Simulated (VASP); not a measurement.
A run of VASP 6.6.1 is set up as follows.

File POSCAR:

```
ScTl2IrO6
1.0
    0.0000000000      4.0327810000      4.0327810000
    4.0327810000      0.0000000000      4.0327810000
    4.0327810000      4.0327810000      0.0000000000
Ir O Tl Sc
1 6 2 1
Direct
    0.5000000000      0.5000000000      0.5000000000
    0.7326000000      0.2674000000      0.2674000000
    0.2674000000      0.7326000000      0.2674000000
    0.2674000000      0.7326000000      0.7326000000
    0.7326000000      0.2674000000      0.7326000000
    0.2674000000      0.2674000000      0.7326000000
    0.7326000000      0.7326000000      0.2674000000
    0.2500000000      0.2500000000      0.2500000000
    0.7500000000      0.7500000000      0.7500000000
    0.0000000000      0.0000000000      0.0000000000
```

INCAR.step1

```
PREC     = Accurate       # precision mode
ENCUT    = 520            # plane-wave cutoff, eV
ISMEAR   = 1              # smearing method
SIGMA    = 0.1437         # smearing width, eV
LREAL    = F              # projectors in reciprocal space
LASPH    = T              # aspherical terms in the spheres
NELM     = 80             # most SCF steps
NBANDS   = 52             # bands
GGA      = PE             # functional
ALGO     = Normal         # electronic algorithm
EDIFF    = 1E-4           # SCF threshold, eV
LWAVE    = T              # write WAVECAR
LCHARG   = F              # write CHGCAR
```

Contents of INCAR.step2:

```
PREC     = Accurate       # precision mode
ENCUT    = 520            # plane-wave cutoff, eV
EDIFF    = 1E-6           # SCF threshold, eV
ISMEAR   = 1              # smearing method
SIGMA    = 0.1437         # smearing width, eV
LREAL    = F              # projectors in reciprocal space
LASPH    = T              # aspherical terms in the spheres
NELM     = 80             # most SCF steps
ALGO     = Normal         # electronic algorithm
ISIF     = 2              # what is computed and relaxed
LWAVE    = F              # write WAVECAR
LCHARG   = F              # write CHGCAR
METAGGA  = R2SCAN         # meta-GGA
LMIXTAU  = T            
NBANDS   = 52             # bands
ISTART   = 1
```

The input KPOINTS:

```
regular mesh
0
Gamma
  7 7 7
```

Potentials or basis: VASP PAW PBE potentials, release 64 (Ir, O, Tl_d, Sc_sv).

The run is started by

```console
$ cat potpaw_PBE.64/Ir/POTCAR potpaw_PBE.64/O/POTCAR potpaw_PBE.64/Tl_d/POTCAR potpaw_PBE.64/Sc_sv/POTCAR > POTCAR
$ cp INCAR.step1 INCAR
$ mpirun -np 1 vasp_std > vasp.out
$ cp INCAR.step2 INCAR
$ mpirun -np 1 vasp_std > vasp.out
```

**Question.** Predict the pressure.

**Answer.** 2.7 GPa.

**Question.** Estimate the largest force.

**Answer.** 1.703 eV/Å.

**Question.** Predict the band gap on the k mesh.

**Answer.** Zero (bands 41 and 42 overlap by 1.64 eV).

Forces in eV/Å, atoms in the order of the input:
```
Ir   0.000  0.000  0.000
O   -1.703  0.000  0.000
O    0.000 -1.703  0.000
O    1.703  0.000  0.000
O    0.000  1.703  0.000
O    0.000  0.000 -1.703
O    0.000  0.000  1.703
Tl   0.000  0.000  0.000
Tl   0.000  0.000  0.000
Sc   0.000  0.000  0.000
```

Caveat: the PAW data sets were made with another functional, which shifts forces and pressure a little; spin-orbit coupling is left out, which moves the levels of the heavy elements.
